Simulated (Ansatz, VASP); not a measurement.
TePb in VASP and in Ansatz

The input POSCAR:

```
TePb
1.0
    0.0000000000      3.2678368488      3.1371233749
    3.2678368488      0.0000000000      3.1371233749
    3.2678368488      3.2678368488      0.0000000000
Pb Te
1 1
Direct
    0.0000000000      0.0000000000      0.0000000000
    0.5000000000      0.5000000000      0.5000000000
```

INCAR.step1

```
SYSTEM = TePb
PREC = Accurate
ENCUT = 520
ISMEAR = 0
SIGMA = 0.01
LREAL = .False.
LASPH = .True.
NELM = 80
NBANDS = 17
GGA = PE
ALGO = Normal
EDIFF = 1E-4
LWAVE = .True.
LCHARG = .False.
```

The input INCAR.step2:

```
SYSTEM = TePb
PREC = Accurate
ENCUT = 520
EDIFF = 1E-6
ISMEAR = 0
SIGMA = 0.01
LREAL = .False.
LASPH = .True.
NELM = 80
ALGO = Normal
ISIF = 2
LWAVE = .False.
LCHARG = .True.
METAGGA = R2SCAN
LMIXTAU = .True.
LELF = .True.
LVHAR = .True.
NBANDS = 17
ISTART = 1
```

The input KPOINTS:

```
regular mesh
0
Gamma
  8 8 8
  0 0 0
```

Input for Ansatz:

```yaml
crystal:
  lattice:
    - [0.0, 3.2678368488, 3.1371233749]
    - [3.2678368488, 0.0, 3.1371233749]
    - [3.2678368488, 3.2678368488, 0.0]
  atoms:
    - { symbol: Pb, position: [0.0, 0.0, 0.0] }
    - { symbol: Te, position: [0.5, 0.5, 0.5] }
kpoints:
  mp_grid: { grid: [8, 8, 8] }
  band_path:
    path:
      - [0.0, 0.0, 0.0]
      - [0.5, 0.0, 0.5]
      - [0.625, 0.25, 0.625]
      - [0.375, 0.375, 0.75]
      - [0.5, 0.5, 0.5]
      - [0.5, 0.25, 0.75]
      - [0.0, 0.0, 0.5]
    npoints: 1
hamiltonian:
  xc: r2scan
scf:
  occupations: { method: fixed }
  n_extra_bands: 4
output:
  forces: true
  stress: true
  eigenvalues: true
  write_density: true
  write_potential: true
  elf: true
  volumetric_format: npy
```

Change from the starting cell: uniaxial_z strain -4.0%.

Alike in both runs: task single point; functional r2SCAN; k mesh 8 × 8 × 8; no spin polarisation.

|  | VASP | Ansatz |
| --- | --- | --- |
| version | VASP 6.6.1 | Ansatz 0.2.0 |
| potentials or method | VASP PAW PBE potentials, release 64 (Pb_d, Te) | plane waves, PAW |
| plane-wave cutoff (eV) | 520 | 500 |
| occupations | gaussian, width 0.01 eV | fixed |
| valence electrons in the cell | 20 | 30 |

|  | VASP | Ansatz | Ansatz less VASP |
| --- | --- | --- | --- |
| gap on the k mesh at the Fermi level (eV) | 0.90 | 0.90 | -0.003 |
| pressure (GPa) | 2.1 | 2.1 | 0.00 |
| traceless stress, the component that is largest in VASP (GPa) | 3.81 | 3.80 | -0.009 |

VASP's potentials were made for PBE, not for r2SCAN. VASP's potentials hold 20 valence electrons a cell and Ansatz's 30, so a difference there can come from the potentials and not from the codes.

Spin-orbit coupling is off throughout.
